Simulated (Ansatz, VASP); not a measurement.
**Al3H: VASP beside Ansatz**

INCAR

```
SYSTEM = Al3H
PREC     = Accurate       ! precision mode
ENCUT    = 600            ! plane-wave cutoff, eV
EDIFF    = 1E-6           ! SCF threshold, eV
ISMEAR   = 0              ! smearing method
SIGMA    = 0.1            ! smearing width, eV
LREAL    = .FALSE.        ! projectors in reciprocal space
LASPH    = .TRUE.         ! aspherical terms in the spheres
NELM     = 100            ! most SCF steps
ALGO     = Normal         ! electronic algorithm
ISIF     = 3              ! what is computed and relaxed
LWAVE    = .FALSE.        ! write WAVECAR
LCHARG   = .FALSE.        ! write CHGCAR
GGA      = PE             ! functional
IBRION   = 2              ! ionic algorithm
NSW      = 90             ! ionic steps
EDIFFG   = -0.04          ! ionic threshold
```

File KPOINTS:

```
Automatic mesh
0
G
  6 6 4
  0 0 0
```

POSCAR

```
Al3H
1.0
    5.1642167000      0.0000000000      0.0000000000
   -2.5821083500      4.4723428600      0.0000000000
    0.0000000000      0.0000000000      4.1397522800
Al H
6 2
Direct
    0.1497133800      0.2994267600      0.7500000000
    0.8502866200      0.1497133800      0.2500000000
    0.8502866200      0.7005732400      0.2500000000
    0.1497133800      0.8502866200      0.7500000000
    0.7005732400      0.8502866200      0.7500000000
    0.2994267600      0.1497133800      0.2500000000
    0.6666666700      0.3333333300      0.7500000000
    0.3333333300      0.6666666700      0.2500000000
```

Input for Ansatz:

```yaml
crystal:
  lattice:
    - [5.1642167, 0.0, 0.0]
    - [-2.58210835, 4.47234286, 0.0]
    - [0.0, 0.0, 4.13975228]
  atoms:
    - { symbol: Al, position: [0.14971338, 0.29942676, 0.75] }
    - { symbol: Al, position: [0.85028662, 0.14971338, 0.25] }
    - { symbol: Al, position: [0.85028662, 0.70057324, 0.25] }
    - { symbol: Al, position: [0.14971338, 0.85028662, 0.75] }
    - { symbol: Al, position: [0.70057324, 0.85028662, 0.75] }
    - { symbol: Al, position: [0.29942676, 0.14971338, 0.25] }
    - { symbol: H, position: [0.66666667, 0.33333333, 0.75] }
    - { symbol: H, position: [0.33333333, 0.66666667, 0.25] }
basis:
  ecutwfc: 420
kpoints:
  mp_grid: { grid: [6, 6, 4] }
hamiltonian:
  xc: pbe
scf:
  occupations: { method: gaussian, width: 0.1 }
  lower_state_search: "off"
output:
  forces: true
  stress: true
  eigenvalues: true
relax:
  adjacent_minimum: "off"
  f_tol: 0.04
  max_steps: 70
  cell: { stress_tol: 0.4 }
```

Change from the starting cell: species swapped into the V3Sn type (P6_3/mmc, No. 194).

Alike in both runs: task relaxation of cell and atoms; functional PBE; k mesh 6 × 6 × 4; occupations gaussian, width 0.1 eV; no spin polarisation.

|  | VASP | Ansatz |
| --- | --- | --- |
| version | VASP 6.6.1 | Ansatz 0.2.0 |
| potentials or method | VASP PAW PBE potentials, release 64 (Al, H), cutoff 600 eV | scalar-relativistic, plane waves, PAW |
| valence electrons in the cell | 20 | 20 |

```tsv
	VASP	Ansatz	Ansatz less VASP
gap on the k mesh at the Fermi level, each at its own relaxed structure (eV)	none	none	-
relaxed volume (Å³/atom)	14.73	14.68	-0.050
relaxed length of the cell vector where the two differ most in proportion (Å)	4.307	4.296	-0.0114
```

A gap of «none» marks a metal or a gap that the smearing closes.

The k mesh is coarse, so the values compare programs but aren't converged. Noted on VASP's run: the volume moved by over 15 % at a fixed basis, so the end points are rough.
